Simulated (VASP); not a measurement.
A run of VASP 6.6.1:

INCAR

```
PREC = Accurate
ENCUT = 520
EDIFF = 1E-7
ISMEAR = 0
SIGMA = 0.1
LREAL = F
LASPH = T
NELM = 100
ALGO = Normal
ISIF = 2
LWAVE = F
LCHARG = T
GGA = PE
LELF = T
LVHAR = T
NBANDS = 9
```

Contents of KPOINTS:

```
regular mesh
0
Gamma
  10 10 10
```

The input POSCAR:

```
LiH
1.0
    0.0000000000      2.0086193919      2.0086193919
    2.0086193919      0.0000000000      2.0086193919
    2.0086193919      2.0086193919      0.0000000000
Li H
1 1
Direct
    0.0000000000      0.0000000000      0.0000000000
    0.5000000000      0.5000000000      0.5000000000
```

Potentials or basis: VASP PAW PBE potentials, release 64 (Li_sv, H).

Run with:

```console
$ cat potpaw_PBE.64/Li_sv/POTCAR potpaw_PBE.64/H/POTCAR > POTCAR
$ mpirun -np 1 vasp_std > vasp.out
```

Hardware: 1 thread of AMD EPYC 7R43 64-Core Processor (Zen 3), with other jobs on the host.

Problem. How long does it take, and how much memory?

Solution. Wall time 9.6 s on 1 thread of AMD EPYC 7R43 64-Core Processor (Zen 3), on a shared host, peak memory 0.1 GiB. Counts: scf iterations 14, k points 47.
